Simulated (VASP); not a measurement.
# RbCl (Fm-3m) in VASP: notebook

The runs below take RbCl through density of states, elastic constants, with PBEsol.

Program: VASP 6.6.1. These are calculated values, not measurements. Logs are shortened: lines on timing, memory, paths and dates and some standing lists are left out, and cuts for length are marked.

## (1) The cell of the first run

It takes space group Fm-3m (No. 225, cubic). Conventional cell: a = 6.543 Å, b = 6.543 Å, c = 6.543 Å, α = 90.00°, β = 90.00°, γ = 90.00°. Within 4.3 Å of Rb (site symmetry m-3m) lie 6 Cl at 3.27 Å. Cl (site symmetry m-3m) has 6 Rb at 3.27 Å within 4.3 Å.

## (2) Density of states, PBEsol

POSCAR reads:

```
RbCl
1.0
    0.0000000000      3.2715453165      3.2715453165
    3.2715453165      0.0000000000      3.2715453165
    3.2715453165      3.2715453165      0.0000000000
Rb Cl
1 1
Direct
    0.5000000000      0.5000000000      0.5000000000
    0.0000000000      0.0000000000      0.0000000000
```

INCAR.step1 reads:

```
SYSTEM = RbCl
PREC = Accurate
ENCUT = 400
EDIFF = 1E-6
ISMEAR = 0
SIGMA = 0.05
LREAL = .False.
LASPH = .True.
NELM = 120
ALGO = Normal
ISIF = 2
LWAVE = .False.
LCHARG = .True.
GGA = PS
NBANDS = 15
GGA_COMPAT = .False.
NEDOS = 2001
LORBIT = 11
```

KPOINTS.step1 reads:

```
Automatic mesh
0
Gamma
  8 8 8
  0 0 0
```

INCAR.step2 reads:

```
SYSTEM = RbCl
PREC = Accurate
ENCUT = 400
EDIFF = 1E-6
ISMEAR = -5
SIGMA = 0.05
LREAL = .False.
LASPH = .True.
NELM = 120
ALGO = Normal
ISIF = 2
LWAVE = .False.
LCHARG = .False.
GGA = PS
LORBIT = 11
NEDOS = 2001
ICHARG = 11
GGA_COMPAT = .False.
```

KPOINTS.step2 reads:

```
Automatic mesh
0
Gamma
  12 12 12
  0 0 0
```

Potentials or basis: VASP PAW PBE potentials, release 64 (Rb_sv, Cl).

Started as:

```bash
$ cat potpaw_PBE.64/Rb_sv/POTCAR potpaw_PBE.64/Cl/POTCAR > POTCAR
$ cp INCAR.step1 INCAR
$ cp KPOINTS.step1 KPOINTS
$ mpirun -np 1 vasp_std > vasp.out
$ cp INCAR.step2 INCAR
$ cp KPOINTS.step2 KPOINTS
$ mpirun -np 1 vasp_std > vasp.out
```

OUTCAR:

```text
SYSTEM = RbCl
   PREC = Accurate
   ENCUT = 400
   EDIFF = 1E-6
   ISMEAR = -5
   LREAL = .False.
   LASPH = .True.
   NELM = 120
   ISIF = 2
   GGA = PS
   LORBIT = 11
   ICHARG = 11

 ion  position               nearest neighbor table
   1  0.500  0.500  0.500-   2 3.27   2 3.27   2 3.27   2 3.27   2 3.27   2 3.27
   2  0.000  0.000  0.000-   1 3.27   1 3.27   1 3.27   1 3.27   1 3.27   1 3.27

  LATTYP: Found a face centered cubic cell.
 ALAT       =     6.5430906330

  Lattice vectors:

 A1 = (   0.0000000000,   3.2715453165,   3.2715453165)
 A2 = (   3.2715453165,   0.0000000000,   3.2715453165)
 A3 = (   3.2715453165,   3.2715453165,   0.0000000000)

Analysis of symmetry for initial positions (statically):
=====================================================================
 Subroutine PRICEL returns:
 Original cell was already a primitive cell.

 Routine SETGRP: Setting up the symmetry group for a
 face centered cubic supercell.

 Subroutine GETGRP returns: Found 48 space group operations
 (whereof 48 operations were pure point group operations)
 out of a pool of 48 trial point group operations.

The static configuration has the point symmetry O_h .

Analysis of symmetry for dynamics (positions and initial velocities):
=====================================================================
 Subroutine PRICEL returns:
 Original cell was already a primitive cell.

 Routine SETGRP: Setting up the symmetry group for a
 face centered cubic supercell.

 Subroutine GETGRP returns: Found 48 space group operations
 (whereof 48 operations were pure point group operations)
 out of a pool of 48 trial point group operations.

The dynamic configuration has the point symmetry O_h .

 Subroutine INISYM returns: Found 48 space group operations
 (whereof 48 operations are pure point group operations),
 and found     1 'primitive' translations

----------------------------------------------------------------------------------------

                                     Primitive cell

  volume of cell :      70.0308

  direct lattice vectors                    reciprocal lattice vectors
     0.000000000  3.271545317  3.271545317    -0.152832974  0.152832974  0.152832974
     3.271545317  0.000000000  3.271545317     0.152832974 -0.152832974  0.152832974
     3.271545317  3.271545317  0.000000000     0.152832974  0.152832974 -0.152832974

  length of vectors
     4.626663757  4.626663757  4.626663757     0.264714476  0.264714476  0.264714476

  position of ions in fractional coordinates (direct lattice)
     0.500000000  0.500000000  0.500000000
     0.000000000  0.000000000  0.000000000

  ion indices of the primitive-cell ions
   primitive index   ion index
                 1           1
                 2           2

----------------------------------------------------------------------------------------

 KPOINTS: Automatic mesh

Automatic generation of k-mesh.
 Grid dimensions read from file:
 generate k-points for:   12   12   12

 Generating k-lattice:

  Cartesian coordinates                     Fractional coordinates (reciprocal lattice)
    -0.012736081  0.012736081  0.012736081     0.083333333  0.000000000  0.000000000
     0.012736081 -0.012736081  0.012736081     0.000000000  0.083333333  0.000000000
     0.012736081  0.012736081 -0.012736081     0.000000000  0.000000000  0.083333333

  Length of vectors
     0.022059540  0.022059540  0.022059540

  Shift w.r.t. Gamma in fractional coordinates (k-lattice)
     0.000000000  0.000000000  0.000000000

 TETIRR: Found    247 inequivalent tetrahedra from    10368

 Subroutine IBZKPT returns following result:
 ===========================================

 Found     72 irreducible k-points:

 Following reciprocal coordinates:
            Coordinates               Weight
  0.000000  0.000000  0.000000      1.000000
  0.083333  0.000000  0.000000      8.000000
  0.166667  0.000000  0.000000      8.000000
  0.250000  0.000000  0.000000      8.000000
  0.333333  0.000000  0.000000      8.000000
  0.416667  0.000000  0.000000      8.000000
[... 16 lines left out ...]
  0.500000  0.166667  0.000000     24.000000
 -0.416667  0.166667  0.000000     24.000000
 [... further k-points ...]
   k-points           NKPTS =     72   k-points in BZ     NKDIM =     72   number of bands    NBANDS=     12
   number of dos      NEDOS =   2001   number of ions     NIONS =      2
   total plane-waves  NPLWV =  27000
   dimension x,y,z NGX =    30 NGY =   30 NGZ =   30
   dimension x,y,z NGXF=    60 NGYF=   60 NGZF=   60
   ions per type =               1   1
   NGX,Y,Z   is equivalent  to a cutoff of  10.78, 10.78, 10.78 a.u.
   NGXF,Y,Z  is equivalent  to a cutoff of  21.56, 21.56, 21.56 a.u.
 SYSTEM =  RbCl
   PREC   = accura    normal or accurate (medium, high low for compatibility)
   ISTART =      0    job   : 0-new  1-cont  2-samecut
   ICHARG =     11    charge: 1-file 2-atom 10-const
   ISPIN  =      1    spin polarized calculation?
   LNONCOLLINEAR =      F non collinear calculations
   LSORBIT =      F    spin-orbit coupling
   LASPH  =      T    aspherical Exc in radial PAW
   ENCUT  =  400.0 eV  29.40 Ry    5.42 a.u.   7.54  7.54  7.54*2*pi/ulx,y,z
   NELM   =    120;   NELMIN=  2; NELMDL=  0     # of ELM steps
   EDIFF  = 0.1E-05   stopping-criterion for ELM
   LREAL  =      F    real-space projection
   EDIFFG = 0.1E-04   stopping-criterion for IOM
   NSW    =      0    number of steps for IOM
   IBRION =     -1    ionic relax: 0-MD 1-quasi-New 2-CG
   NFREE  =      0    steps in history (QN), initial steepest desc. (CG)
   ISIF   =      2    stress and relaxation
   ISYM   =      2    0-nonsym 1-usesym 2-fastsym
   POTIM  = 0.5000    time-step for ionic-motion
   TEBEG  =    0.0;   TEEND  =   0.0 temperature during run
   PSTRESS=    0.0 pullay stress
   NELECT =      16.0000    total number of electrons
   NUPDOWN=      -1.0000    fix difference up-down
   EMIN   =  10.00;   EMAX   =-10.00  energy-range for DOS
   EFERMI =   0.00;   METHOD = LEGACY
   ISMEAR =    -5;   SIGMA  =   0.05  broadening in eV -4-tet -1-fermi 0-gaus
   EFERMI_NEDOS =   21; number of points for ismear=-14 and -15
   IALGO  =     38    algorithm
   IMIX   =      4    mixing-type and parameters
     AMIX     =   0.40;   BMIX     =  1.00
     AMIX_MAG =   1.60;   BMIX_MAG =  1.00
  volume/ion in A,a.u.               =      35.02       236.30
  Fermi-wavevector in a.u.,A,eV,Ry     =   1.000811  1.891258 13.627892  1.001622
  Thomas-Fermi vector in A             =   2.133191
   LORBIT       =     11    0 simple, 1 ext, 2 COOP (PROOUT), +10 PAW based schemes
   GGA     = PS    functional components
   LHFCALC =     F    Hartree Fock is set to
   AEXX    =    0.0000 exact exchange contribution
   IVDW    =     0    specifies the selected vdW correction
   LEPSILON=     F    determine dielectric tensor
   LRPA    =     F    only Hartree local field effects (RPA)
 non-spin polarized calculation
 Fermi weights with tetrahedron method with Bloechl corrections
  energy-cutoff  :      400.00
  volume of cell :       70.03
 maximum number of plane-waves:      1303

 number of electron      16.0000000 magnetization

 Free energy of the ion-electron system (eV)
  ---------------------------------------------------
  ext. energy  EPLUGINS =         0.00000000
  ---------------------------------------------------
  free energy    TOTEN  =        -6.89547963 eV

  energy without entropy =       -6.89547963  energy(sigma->0) =       -6.89547963

 E-fermi :  -1.8774     XC(G=0):  -7.6000

 val. band max:       -1.8851535743   @ k =   0.0000   0.0000   0.0000
 cond. band min:       3.0086668753   @ k =   0.0000   0.0000   0.0000
 fundamental gap:      4.8938204496
 Fermi energy:        -1.8774128343

 k-point     1 :       0.0000    0.0000    0.0000
  band No.  band energies     occupation
      1     -25.7209      2.00000
      2     -13.8713      2.00000
      3      -9.7809      2.00000
      4      -9.7809      2.00000
      5      -9.7809      2.00000
      6      -1.8852      2.00000
      7      -1.8852      2.00000
      8      -1.8852      2.00000
      9       3.0087      0.00000
     10       6.0283      0.00000
     11       6.0283      0.00000
     12       6.0283      0.00000

 k-point     2 :       0.0833    0.0000    0.0000
  band No.  band energies     occupation
      1     -25.7197      2.00000
      2     -13.8761      2.00000
      3      -9.7818      2.00000
      4      -9.7818      2.00000
      5      -9.7788      2.00000
      6      -1.9634      2.00000
      7      -1.9115      2.00000
      8      -1.9115      2.00000
      9       3.1804      0.00000
     10       5.9636      0.00000
     11       6.1178      0.00000
     12       6.1178      0.00000

 k-point     3 :       0.1667    0.0000    0.0000
  band No.  band energies     occupation
      1     -25.7164      2.00000
      2     -13.8890      2.00000
      3      -9.7842      2.00000
      4      -9.7842      2.00000
      5      -9.7730      2.00000
      6      -2.1600      2.00000
      7      -1.9818      2.00000
      8      -1.9818      2.00000
      9       3.6486      0.00000
     10       5.8461      0.00000
     11       6.3819      0.00000
     12       6.3819      0.00000
[... 286 lines left out ...]
 k-point    23 :       0.5000    0.1667    0.0000
  band No.  band energies     occupation
      1     -25.7017      2.00000
      2     -13.9117      2.00000
      3      -9.8565      2.00000
      4      -9.8188      2.00000
      5      -9.7931      2.00000
      6      -2.6266      2.00000
      7      -2.2223      2.00000
      8      -2.1845      2.00000
      9       5.5617      0.00000
     10       5.9271      0.00000
     11       8.0003      0.00000
     12       8.5151      0.00000

 k-point    24 :      -0.4167    0.1667    0.0000
  band No.  band energies     occupation
      1     -25.7014      2.00000
      2     -13.9151      2.00000
      3      -9.8736      2.00000
      4      -9.8075      2.00000
      5      -9.7784      2.00000
      6      -2.6592      2.00000
      7      -2.2287      2.00000
      8      -2.1962      2.00000
      9       5.7166      0.00000
     10       6.0261      0.00000
     11       7.8959      0.00000
     12       8.2114      0.00000

 [... further k-points ...]

------------------------ aborting loop because EDIFF is reached ----------------------------------------

  FORCE on cell =-STRESS in cart. coord.  units (eV):
  Direction    XX          YY          ZZ          XY          YZ          ZX
  --------------------------------------------------------------------------------------
  -------------------------------------------------------------------------------------
  Total        0.0106583      0.0106583      0.0106583      0.0000000      0.0000000     -0.0000000
  in kB        0.2438433      0.2438433      0.2438433      0.0000000      0.0000000     -0.0000000
  external PRESSURE =       0.2438433 kB  Pullay stress =       0.0000000 kB

 VOLUME and BASIS-vectors are now :
 -----------------------------------------------------------------------------
  energy-cutoff  :      400.00
  volume of cell :       70.03
      direct lattice vectors                 reciprocal lattice vectors
     0.000000000  3.271545317  3.271545317    -0.152832974  0.152832974  0.152832974
     3.271545317  0.000000000  3.271545317     0.152832974 -0.152832974  0.152832974
     3.271545317  3.271545317  0.000000000     0.152832974  0.152832974 -0.152832974

 POSITION                                       TOTAL-FORCE (eV/Angst)
 -----------------------------------------------------------------------------------
      3.27155      3.27155      3.27155         0.000000     -0.000000     -0.000000
      0.00000      0.00000      0.00000        -0.000000      0.000000      0.000000
 -----------------------------------------------------------------------------------
    total drift:                               -0.000000     -0.000000      0.000000

  FREE ENERGIE OF THE ION-ELECTRON SYSTEM (eV)
  ---------------------------------------------------
  free  energy   TOTEN  =        -6.8954796287 eV

  energy  without entropy=       -6.8954796287  energy(sigma->0) =       -6.89547963

 total charge

# of ion       s       p       d       tot
------------------------------------------
    1        1.938   5.356   0.024   7.318
    2        1.579   3.534   0.000   5.113
--------------------------------------------------
tot          3.517   8.891   0.024  12.432
```

Wall time 18 s (1 thread of Intel Xeon 6975P-C (Granite Rapids), shared host); peak memory 0.18 GiB.

What came out:

- Valence electrons inside the program's atomic spheres: Rb 7.32; Cl 5.11

Caveat: the PAW data sets were made with another functional, which shifts forces and pressure a little.

## (3) Elastic constants, PBEsol

INCAR reads:

```
SYSTEM = RbCl
ALGO = Normal
EDIFF = 1E-8
ENCUT = 500
GGA = PS
GGA_COMPAT = .False.
IBRION = 6
ISIF = 3
ISMEAR = 0
LASPH = .True.
LCHARG = .True.
LREAL = .False.
LWAVE = .False.
NBANDS = 15
NELM = 120
NFREE = 2
NSW = 1
POTIM = 0.015
PREC = Accurate
SIGMA = 0.05
```

KPOINTS reads:

```
k-points
0
Gamma
  8 8 8
  0 0 0
```

POSCAR is that of step 2.

Potentials or basis: VASP PAW PBE potentials, release 64 (Rb_sv, Cl).

Started as:

```bash
$ cat potpaw_PBE.64/Rb_sv/POTCAR potpaw_PBE.64/Cl/POTCAR > POTCAR
$ mpirun -np 1 vasp_std > vasp.out
```

Wall time 6.4 min (1 thread of Intel Xeon 6975P-C (Granite Rapids), shared host); peak memory 0.38 GiB.

Results (log left out):

| Quantity | Value |
| --- | --- |
| Elastic constants C11, C12, C44 | 40, 5, 5 GPa |
| Voigt bulk modulus | 17 GPa |
| Highest phonon frequency at Γ, LO-TO splitting left out | 114 cm⁻¹ |

Phonon frequencies in cm⁻¹ (negative: imaginary):
| q point | frequencies |
| --- | --- |
| (0.000, 0.000, 0.000) | 0 0 0 114 114 114 |

Elastic tensor in Voigt notation (GPa, in the Cartesian axes of the cell as first typed):
```
40  5  5  0  0  0
 5 40  5  0  0  0
 5  5 40  0  0  0
 0  0  0  5  0  0
 0  0  0  0  5  0
 0  0  0  0  0  5
```

Clamped-ion elastic tensor (GPa):
```
40  5  5  0  0  0
 5 40  5  0  0  0
 5  5 40  0  0  0
 0  0  0  5  0  0
 0  0  0  0  5  0
 0  0  0  0  0  5
```

Caveat: the PAW data sets were made with another functional, which shifts forces and pressure a little.
